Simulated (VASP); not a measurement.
Input of a VASP 6.6.1 run:

The input INCAR:

```
SYSTEM = ScPt3
PREC = Accurate
ENCUT = 520
EDIFF = 1E-6
ISMEAR = 1
SIGMA = 0.1
LREAL = .FALSE.
LASPH = .TRUE.
NELM = 80
ALGO = Normal
ISIF = 2
LWAVE = .FALSE.
LCHARG = .FALSE.
GGA = PS
NBANDS = 28
```

Contents of KPOINTS:

```
regular mesh
0
G
  7 7 7
  0 0 0
```

Contents of POSCAR:

```
ScPt3
1.0
    3.9580000000      0.0000000000      0.0000000000
    0.0000000000      3.9580000000      0.0000000000
    0.0000000000      0.0000000000      3.9580000000
Sc Pt
1 3
Direct
    0.0000000000      0.0000000000      0.0000000000
    0.0000000000      0.5000000000      0.5000000000
    0.5000000000      0.0000000000      0.5000000000
    0.5000000000      0.5000000000      0.0000000000
```

Potentials or basis: VASP PAW PBE potentials, release 64 (Sc_sv, Pt).

Launch:

```sh
$ cat potpaw_PBE.64/Sc_sv/POTCAR potpaw_PBE.64/Pt/POTCAR > POTCAR
$ mpirun -np 1 vasp_std > vasp.out
```

Question: What does it give for the pressure?

Answer: -1.4 GPa.

Caveat: the PAW data sets were made with another functional, which shifts forces and pressure a little.
